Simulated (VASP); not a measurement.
A run of VASP 6.6.1 is set up as follows.

File INCAR:

```
PREC = Accurate ; ENCUT = 520
EDIFF = 1E-6 ; ISMEAR = 0
SIGMA = 0.05 ; LREAL = F
LASPH = T ; NELM = 80
ALGO = Normal ; ISIF = 2
LWAVE = F ; LCHARG = F
GGA = PE ; NBANDS = 11
```

Contents of KPOINTS:

```
regular mesh
0
Gamma
  10 10 10
```

The input POSCAR:

```
MgO
1.0
    0.0000000000      2.1269229054      2.2545382797
    2.1269229054      0.0000000000      2.2545382797
    2.1269229054      2.1269229054      0.0000000000
Mg O
1 1
Direct
    0.0000000000      0.0000000000      0.0000000000
    0.5000000000      0.5000000000      0.5000000000
```

Potentials or basis: VASP PAW PBE potentials, release 64 (Mg, O).

Launch:

```sh
$ cat potpaw_PBE.64/Mg/POTCAR potpaw_PBE.64/O/POTCAR > POTCAR
$ mpirun -np 1 vasp_std > vasp.out
```

Problem. Estimate the band gap on the k mesh.

Solution. 3.83 eV, direct.

Problem. Predict the pressure.

Solution. -7.6 GPa.

Stress tensor (GPa, compression positive):
```
 -5.53   0.00   0.00
  0.00  -5.53   0.00
  0.00   0.00 -11.81
```

Caveat: the cell differs from its parent crystal (strain +0.0600 x Voigt [0, 0, 1, 0, 0, 0]).
